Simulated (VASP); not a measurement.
# LaPt3 (Pm-3m) in VASP: a series of runs

Runs on LaPt3. Level: LDA. Tasks: electric field gradients.

Everything below comes from runs of VASP 6.6.1. Logs are shortened: lines on timing, memory, paths and dates and some standing lists are left out, and cuts for length are marked.

## (1) The cell of the first run

Symmetry: Pm-3m, No. 221, cubic system. Conventional cell: a = 4.214 Å, b = 4.214 Å, c = 4.214 Å, α = 90.00°, β = 90.00°, γ = 90.00°. La (site symmetry m-3m) has 12 Pt at 2.98 Å within 3.9 Å. Pt (site symmetry 4/mmm) has 4 La at 2.98 Å and 8 Pt at 2.98 Å within 3.9 Å.

## (2) Electric field gradients, LDA

File INCAR:

```
SYSTEM = LaPt3
  PREC = Accurate
  ENCUT = 400
  EDIFF = 1E-8
  ISMEAR = -1
  SIGMA = 0.08
  LREAL = .False.
  LASPH = .True.
  NELM = 200
  ALGO = Normal
  ISIF = 2
  LWAVE = .False.
  LCHARG = .False.
  LEFG = .True.
  NBANDS = 28
  GGA_COMPAT = .False.
  LMAXMIX = 6
```

File KPOINTS:

```
Automatic mesh
0
Gamma
  10 10 10
  0 0 0
```

File POSCAR:

```
LaPt3
1.0
    4.2144337600      0.0000000000      0.0000000000
    0.0000000000      4.2144337600      0.0000000000
    0.0000000000      0.0000000000      4.2144337600
La Pt
1 3
Direct
    0.0000000000      0.0000000000      0.0000000000
    0.0000000000      0.5000000000      0.5000000000
    0.5000000000      0.5000000000      0.0000000000
    0.5000000000      0.0000000000      0.5000000000
```

Potentials or basis: VASP PAW LDA potentials, release 64 (La, Pt).

Launch:

```sh
> cat potpaw_LDA.64/La/POTCAR potpaw_LDA.64/Pt/POTCAR > POTCAR
> mpirun -np 1 vasp_std > vasp.out
```

OUTCAR:

```text
SYSTEM = LaPt3
   PREC = Accurate
   ENCUT = 400
   EDIFF = 1E-8
   ISMEAR = -1
   LREAL = .False.
   LASPH = .True.
   NELM = 200
   ISIF = 2

 ion  position               nearest neighbor table
   1  0.000  0.000  0.000-   2 2.98   3 2.98   4 2.98   2 2.98   4 2.98   2 2.98   3 2.98   2 2.98
                             3 2.98   4 2.98   4 2.98   3 2.98
   2  0.000  0.500  0.500-   1 2.98   3 2.98   4 2.98   1 2.98   3 2.98   1 2.98   4 2.98   1 2.98
                             3 2.98   4 2.98   3 2.98   4 2.98
   3  0.500  0.500  0.000-   1 2.98   2 2.98   4 2.98   2 2.98   4 2.98   1 2.98   4 2.98   4 2.98
                             1 2.98   2 2.98   2 2.98   1 2.98
   4  0.500  0.000  0.500-   1 2.98   2 2.98   3 2.98   1 2.98   3 2.98   2 2.98   3 2.98   3 2.98
                             1 2.98   2 2.98   1 2.98   2 2.98

  LATTYP: Found a simple cubic cell.
 ALAT       =     4.2144337600

  Lattice vectors:

 A1 = (   4.2144337600,   0.0000000000,   0.0000000000)
 A2 = (   0.0000000000,   4.2144337600,   0.0000000000)
 A3 = (   0.0000000000,   0.0000000000,   4.2144337600)

Analysis of symmetry for initial positions (statically):
=====================================================================
 Subroutine PRICEL returns:
 Original cell was already a primitive cell.

 Routine SETGRP: Setting up the symmetry group for a
 simple cubic supercell.

 Subroutine GETGRP returns: Found 48 space group operations
 (whereof 48 operations were pure point group operations)
 out of a pool of 48 trial point group operations.

The static configuration has the point symmetry O_h .

Analysis of symmetry for dynamics (positions and initial velocities):
=====================================================================
 Subroutine PRICEL returns:
 Original cell was already a primitive cell.

 Routine SETGRP: Setting up the symmetry group for a
 simple cubic supercell.

 Subroutine GETGRP returns: Found 48 space group operations
 (whereof 48 operations were pure point group operations)
 out of a pool of 48 trial point group operations.

The dynamic configuration has the point symmetry O_h .

 Subroutine INISYM returns: Found 48 space group operations
 (whereof 48 operations are pure point group operations),
 and found     1 'primitive' translations

----------------------------------------------------------------------------------------

                                     Primitive cell

  volume of cell :      74.8545

  direct lattice vectors                    reciprocal lattice vectors
     4.214433760  0.000000000  0.000000000     0.237279800  0.000000000  0.000000000
     0.000000000  4.214433760  0.000000000     0.000000000  0.237279800  0.000000000
     0.000000000  0.000000000  4.214433760     0.000000000  0.000000000  0.237279800

  length of vectors
     4.214433760  4.214433760  4.214433760     0.237279800  0.237279800  0.237279800

  position of ions in fractional coordinates (direct lattice)
     0.000000000  0.000000000  0.000000000
     0.000000000  0.500000000  0.500000000
     0.500000000  0.500000000  0.000000000
     0.500000000  0.000000000  0.500000000

  ion indices of the primitive-cell ions
   primitive index   ion index
                 1           1
                 2           2
                 3           3
                 4           4

----------------------------------------------------------------------------------------

 KPOINTS: Automatic mesh

Automatic generation of k-mesh.
 Grid dimensions read from file:
 generate k-points for:   10   10   10

 Generating k-lattice:

  Cartesian coordinates                     Fractional coordinates (reciprocal lattice)
     0.023727980  0.000000000  0.000000000     0.100000000  0.000000000  0.000000000
     0.000000000  0.023727980  0.000000000     0.000000000  0.100000000  0.000000000
     0.000000000  0.000000000  0.023727980     0.000000000  0.000000000  0.100000000

  Length of vectors
     0.023727980  0.023727980  0.023727980

  Shift w.r.t. Gamma in fractional coordinates (k-lattice)
     0.000000000  0.000000000  0.000000000

 Subroutine IBZKPT returns following result:
 ===========================================

 Found     56 irreducible k-points:

 Following reciprocal coordinates:
            Coordinates               Weight
  0.000000  0.000000  0.000000      1.000000
  0.100000  0.000000  0.000000      6.000000
  0.200000  0.000000  0.000000      6.000000
  0.300000  0.000000  0.000000      6.000000
  0.400000  0.000000  0.000000      6.000000
  0.500000  0.000000  0.000000      3.000000
[... 16 lines left out ...]
  0.200000  0.100000  0.100000     24.000000
  0.300000  0.100000  0.100000     24.000000
 [... further k-points ...]
   k-points           NKPTS =     56   k-points in BZ     NKDIM =     56   number of bands    NBANDS=     28
   number of dos      NEDOS =    301   number of ions     NIONS =      4
   total plane-waves  NPLWV =  21952
   dimension x,y,z NGX =    28 NGY =   28 NGZ =   28
   dimension x,y,z NGXF=    56 NGYF=   56 NGZF=   56
   ions per type =               1   3
   NGX,Y,Z   is equivalent  to a cutoff of  11.05, 11.05, 11.05 a.u.
   NGXF,Y,Z  is equivalent  to a cutoff of  22.09, 22.09, 22.09 a.u.
 SYSTEM =  LaPt3
   PREC   = accura    normal or accurate (medium, high low for compatibility)
   ISTART =      0    job   : 0-new  1-cont  2-samecut
   ICHARG =      2    charge: 1-file 2-atom 10-const
   ISPIN  =      1    spin polarized calculation?
   LNONCOLLINEAR =      F non collinear calculations
   LSORBIT =      F    spin-orbit coupling
   LASPH  =      T    aspherical Exc in radial PAW
   ENCUT  =  400.0 eV  29.40 Ry    5.42 a.u.   6.87  6.87  6.87*2*pi/ulx,y,z
   NELM   =    200;   NELMIN=  2; NELMDL= -5     # of ELM steps
   EDIFF  = 0.1E-07   stopping-criterion for ELM
   LREAL  =      F    real-space projection
   EDIFFG = 0.1E-06   stopping-criterion for IOM
   NSW    =      0    number of steps for IOM
   IBRION =     -1    ionic relax: 0-MD 1-quasi-New 2-CG
   NFREE  =      0    steps in history (QN), initial steepest desc. (CG)
   ISIF   =      2    stress and relaxation
   ISYM   =      2    0-nonsym 1-usesym 2-fastsym
   POTIM  = 0.5000    time-step for ionic-motion
   TEBEG  =    0.0;   TEEND  =   0.0 temperature during run
   PSTRESS=    0.0 pullay stress
   NELECT =      41.0000    total number of electrons
   NUPDOWN=      -1.0000    fix difference up-down
   EMIN   =  10.00;   EMAX   =-10.00  energy-range for DOS
   EFERMI =   0.00;   METHOD = LEGACY
   ISMEAR =    -1;   SIGMA  =   0.08  broadening in eV -4-tet -1-fermi 0-gaus
   EFERMI_NEDOS =   21; number of points for ismear=-14 and -15
   IALGO  =     38    algorithm
   IMIX   =      4    mixing-type and parameters
     AMIX     =   0.40;   BMIX     =  1.00
     AMIX_MAG =   1.60;   BMIX_MAG =  1.00
  volume/ion in A,a.u.               =      18.71       126.29
  Fermi-wavevector in a.u.,A,eV,Ry     =   1.339461  2.531215 24.410987  1.794157
  Thomas-Fermi vector in A             =   2.467851
   LORBIT       =      0    0 simple, 1 ext, 2 COOP (PROOUT), +10 PAW based schemes
   GGA     = CA    functional components
   LHFCALC =     F    Hartree Fock is set to
   AEXX    =    0.0000 exact exchange contribution
   IVDW    =     0    specifies the selected vdW correction
   LEPSILON=     F    determine dielectric tensor
   LRPA    =     F    only Hartree local field effects (RPA)
 non-spin polarized calculation
  energy-cutoff  :      400.00
  volume of cell :       74.85
 maximum number of plane-waves:      1379
 NGX is ok and might be reduce to    28
   NGX = 13   NGY = 13   NGZ = 13

 number of electron      40.9999991 magnetization

 Free energy of the ion-electron system (eV)
  ---------------------------------------------------
  ext. energy  EPLUGINS =         0.00000000
  ---------------------------------------------------
  free energy    TOTEN  =       -31.32837400 eV

  energy without entropy =      -31.27314896  energy(sigma->0) =      -31.30076148

 E-fermi :   9.8100     XC(G=0): -12.5572

 val. band max:        9.7863714773   @ k =   0.2000   0.2000   0.2000
 cond. band min:       9.8113148603   @ k =   0.5000   0.1000   0.0000
 fundamental gap:      0.0249433829
 Fermi energy:         9.8100344088

 k-point     1 :       0.0000    0.0000    0.0000
  band No.  band energies     occupation
      1     -21.1468      2.00000
      2      -5.0425      2.00000
      3      -5.0425      2.00000
      4      -5.0425      2.00000
      5       2.5629      2.00000
      6       4.4473      2.00000
[... 20 lines left out ...]
     27      13.4661      0.00000
     28      13.5128      0.00000

 k-point     2 :       0.1000    0.0000    0.0000
  band No.  band energies     occupation
      1     -21.1432      2.00000
      2      -5.1107      2.00000
      3      -5.0507      2.00000
      4      -5.0507      2.00000
      5       2.7074      2.00000
      6       4.5390      2.00000
[... 20 lines left out ...]
     27      13.4888      0.00000
     28      13.5549      0.00000

 k-point     3 :       0.2000    0.0000    0.0000
  band No.  band energies     occupation
      1     -21.1339      2.00000
      2      -5.2813      2.00000
      3      -5.0720      2.00000
      4      -5.0720      2.00000
      5       3.1089      2.00000
      6       4.8045      2.00000
[... 20 lines left out ...]
     27      13.5476      0.00000
     28      13.6484      0.00000

 k-point     4 :       0.3000    0.0000    0.0000
  band No.  band energies     occupation
      1     -21.1223      2.00000
      2      -5.4783      2.00000
      3      -5.0981      2.00000
      4      -5.0981      2.00000
      5       3.6929      2.00000
      6       5.1829      2.00000
[... 578 lines left out ...]
     27      13.5277      0.00000
     28      13.6461      0.00000

 k-point    23 :       0.2000    0.1000    0.1000
  band No.  band energies     occupation
      1     -21.1280      2.00000
      2      -5.2969      2.00000
      3      -5.1371      2.00000
      4      -5.1107      2.00000
      5       3.3408      2.00000
      6       4.9170      2.00000
[... 20 lines left out ...]
     27      13.5760      0.00000
     28      13.6327      0.00000

 k-point    24 :       0.3000    0.1000    0.1000
  band No.  band energies     occupation
      1     -21.1174      2.00000
      2      -5.4677      2.00000
      3      -5.1639      2.00000
      4      -5.1277      2.00000
      5       3.8781      2.00000
      6       5.2503      2.00000
[... 20 lines left out ...]
     27      13.5682      0.00000
     28      13.6359      0.00000

 [... further k-points ...]

------------------------ aborting loop because EDIFF is reached ----------------------------------------

  FORCE on cell =-STRESS in cart. coord.  units (eV):
  Direction    XX          YY          ZZ          XY          YZ          ZX
  --------------------------------------------------------------------------------------
  -------------------------------------------------------------------------------------
  Total       -3.9414330     -3.9414330     -3.9414330      0.0000000     -0.0000000      0.0000000
  in kB      -84.3620330    -84.3620330    -84.3620330      0.0000000     -0.0000000      0.0000000
  external PRESSURE =     -84.3620330 kB  Pullay stress =       0.0000000 kB

 VOLUME and BASIS-vectors are now :
 -----------------------------------------------------------------------------
  energy-cutoff  :      400.00
  volume of cell :       74.85
      direct lattice vectors                 reciprocal lattice vectors
     4.214433760  0.000000000  0.000000000     0.237279800  0.000000000  0.000000000
     0.000000000  4.214433760  0.000000000     0.000000000  0.237279800  0.000000000
     0.000000000  0.000000000  4.214433760     0.000000000  0.000000000  0.237279800

 POSITION                                       TOTAL-FORCE (eV/Angst)
 -----------------------------------------------------------------------------------
      0.00000      0.00000      0.00000         0.000000      0.000000      0.000000
      0.00000      2.10722      2.10722         0.000000      0.000000      0.000000
      2.10722      2.10722      0.00000         0.000000      0.000000      0.000000
      2.10722      0.00000      2.10722         0.000000      0.000000      0.000000
 -----------------------------------------------------------------------------------
    total drift:                                0.000000      0.000000      0.000000

  FREE ENERGIE OF THE ION-ELECTRON SYSTEM (eV)
  ---------------------------------------------------
  free  energy   TOTEN  =       -31.3283739956 eV

  energy  without entropy=      -31.2731489602  energy(sigma->0) =      -31.30076148

 Electric field gradients (V/A^2)
---------------------------------------------------------------------
 ion       V_xx      V_yy      V_zz      V_xy      V_xz      V_yz
---------------------------------------------------------------------
   1       0.000     0.000     0.000    -0.000    -0.000    -0.000
   2    -101.487    50.743    50.743    -0.000    -0.000    -0.000
   3      50.743    50.743  -101.487    -0.000    -0.000    -0.000
   4      50.743  -101.487    50.743    -0.000     0.000    -0.000
---------------------------------------------------------------------

 Electric field gradients after diagonalization (V/A^2)
 (convention: |V_zz| > |V_xx| > |V_yy|)
----------------------------------------------------------------------
 ion       V_xx      V_yy      V_zz     asymmetry (V_yy - V_xx)/ V_zz
----------------------------------------------------------------------
   1       0.000     0.000     0.000      -0.255
   2      50.743    50.743  -101.487       0.000
   3      50.743    50.743  -101.487       0.000
   4      50.743    50.743  -101.487       0.000
----------------------------------------------------------------------

           NMR quadrupolar parameters

 Cq : quadrupolar parameter    Cq=e*Q*V_zz/h
 eta: asymmetry parameters     (V_yy - V_xx)/ V_zz
 Q  : nuclear electric quadrupole moment in mb (millibarn)
----------------------------------------------------------------------
 ion       Cq(MHz)       eta       Q (mb)
----------------------------------------------------------------------
   1       0.000      -0.255       1.000
   2      -0.245       0.000       1.000
   3      -0.245       0.000       1.000
   4      -0.245       0.000       1.000
----------------------------------------------------------------------
```

Run time: 50 s. Hardware: 1 thread of Intel Xeon Platinum 8488C (Sapphire Rapids), shared host; peak memory 0.2 GiB.

Results:

- Free energy: -31.3284 eV
- Pressure: -8.4 GPa
- Band gap on the k mesh: zero (an odd number of electrons rules out a gap without spin polarisation)
- Largest electric field gradient by atom: La +0.0; Pt -101.5 V/Å²

Levels at points of the mesh, in eV from the Fermi level:
| k point | band 17 | band 18 | band 19 | band 20 | band 21 | band 22 | band 23 | band 24 |
| --- | --- | --- | --- | --- | --- | --- | --- | --- |
| (0.00, 0.00, 0.00) | -0.24 | 0.20 | 0.20 | 0.20 | 2.67 | 2.67 | 2.67 | 3.36 |
| (0.50, 0.00, 0.00) | -1.78 | -1.69 | -1.69 | -0.83 | 0.20 | 2.21 | 2.21 | 3.22 |
| (0.50, 0.50, 0.00) | -1.84 | -1.84 | -1.81 | -1.38 | -0.71 | 1.67 | 1.67 | 3.34 |
| (0.50, 0.50, 0.50) | -0.26 | -0.16 | -0.16 | -0.16 | 2.28 | 2.28 | 2.28 | 2.66 |

Electric field gradients, principal values (V/Å²):
| atom | least | middle | greatest (by size) |
| --- | --- | --- | --- |
| 1 La | 0.000 | 0.000 | 0.000 |
| 2 Pt | 50.743 | 50.743 | -101.487 |
| 3 Pt | 50.743 | 50.743 | -101.487 |
| 4 Pt | 50.743 | 50.743 | -101.487 |

Caveat: the cell stands under tension; without QUAD_EFG the Cq values of the log hold for a quadrupole moment of 1 mb, not for the nuclei; spin-orbit coupling is left out, which moves the levels of the heavy elements.

(Continued in part 2 of 2.)

The gap in the log of VASP goes by the Fermi energy; the results here count the filled bands.